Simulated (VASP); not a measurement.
A run of VASP 6.6.1:

Contents of INCAR:

```
SYSTEM = NaH
ALGO = Normal ; EDIFF = 1E-7
EDIFFG = -0.01 ; ENCUT = 600
GGA = PE ; IBRION = 2
ISIF = 3 ; ISMEAR = 0
LASPH = .True. ; LCHARG = .False.
LREAL = .False. ; LWAVE = .False.
NELM = 60 ; NSW = 80
PREC = Accurate ; PSTRESS = 100.0
SIGMA = 0.01
```

Contents of KPOINTS:

```
k-points
0
Gamma
  8 8 8
  0 0 0
```

POSCAR

```
NaH
1.0
    0.0000000000      2.4400000000      2.4400000000
    2.4400000000      0.0000000000      2.4400000000
    2.4400000000      2.4400000000      0.0000000000
Na H
1 1
Direct
    0.0000000000      0.0000000000      0.0000000000
    0.5000000000      0.5000000000      0.5000000000
```

Potentials or basis: VASP PAW PBE potentials, release 64 (Na_pv, H).

Launch:

```sh
$ cat potpaw_PBE.64/Na_pv/POTCAR potpaw_PBE.64/H/POTCAR > POTCAR
$ mpirun -np 1 vasp_std > vasp.out
```

Hardware: 1 thread of Intel Xeon 6975P-C, on a shared host.

**Question.** Estimate the wall time of this run.

**Answer.** It took 19 s on 1 thread of Intel Xeon 6975P-C, on a shared host, peak memory 0.16 GiB. Counts: scf iterations 45, k points 29, ion steps 6.
